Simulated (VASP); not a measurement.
Set up this calculation in VASP 6.6.1, as the native input.

```yaml
Task: single point
Functional: PBE
Potentials_or_basis: VASP PAW PBE potentials, release 64 (Ge_d, Pt)
Cutoff: 520 eV
k_mesh: 6 × 10 × 6
Occupations: gaussian, width 0.1 eV
Spin: no spin polarisation
Dipole_correction: no
Further_INCAR_settings: ALGO = Normal; EDIFF = 1e-06; NBANDS = 58
```

The structure of GePt lies in POSCAR:

```
GePt
1.0
    5.8286786971      0.0000000000      0.0000000000
    0.0000000000      3.7436898275      0.0000000000
    0.0000000000      0.0000000000      6.1890783785
Ge Pt
4 4
Direct
    0.1867115036      0.2500000000      0.5874748070
    0.3132884964      0.7500000000      0.0874748070
    0.6867115036      0.2500000000      0.9125251930
    0.8132884964      0.7500000000      0.4125251930
    0.9981225584      0.2500000000      0.1929786860
    0.5018774416      0.7500000000      0.6929786860
    0.4981225584      0.2500000000      0.3070213140
    0.0018774416      0.7500000000      0.8070213140
```

One way to write it, as run:

INCAR

```
SYSTEM = GePt
  ALGO = Normal
  EDIFF = 1E-6
  ENCUT = 520
  GGA = PE
  ISIF = 2
  ISMEAR = 0
  LASPH = .True.
  LCHARG = .True.
  LELF = .True.
  LREAL = .False.
  LVHAR = .True.
  LWAVE = .False.
  NBANDS = 58
  NELM = 80
  PREC = Accurate
  SIGMA = 0.1
```

KPOINTS

```
k-points
0
Gamma
  6 10 6
  0 0 0
```

Potentials or basis: VASP PAW PBE potentials, release 64 (Ge_d, Pt).

Run with:

```console
$ cat potpaw_PBE.64/Ge_d/POTCAR potpaw_PBE.64/Pt/POTCAR > POTCAR
$ mpirun -np 1 vasp_std > vasp.out
```

It gave:

* Pressure: 0.0 GPa
* Largest force: 0.007 eV/Å
* Band gap on the k mesh: zero (bands 48 and 49 overlap by 1.36 eV)

Caveat: spin-orbit coupling is left out, which moves the levels of the heavy elements.

It took 5.4 min on 1 thread of AMD EPYC 9R45 96-Core Processor (Zen 5), with other jobs on the host, peak memory 0.61 GiB.
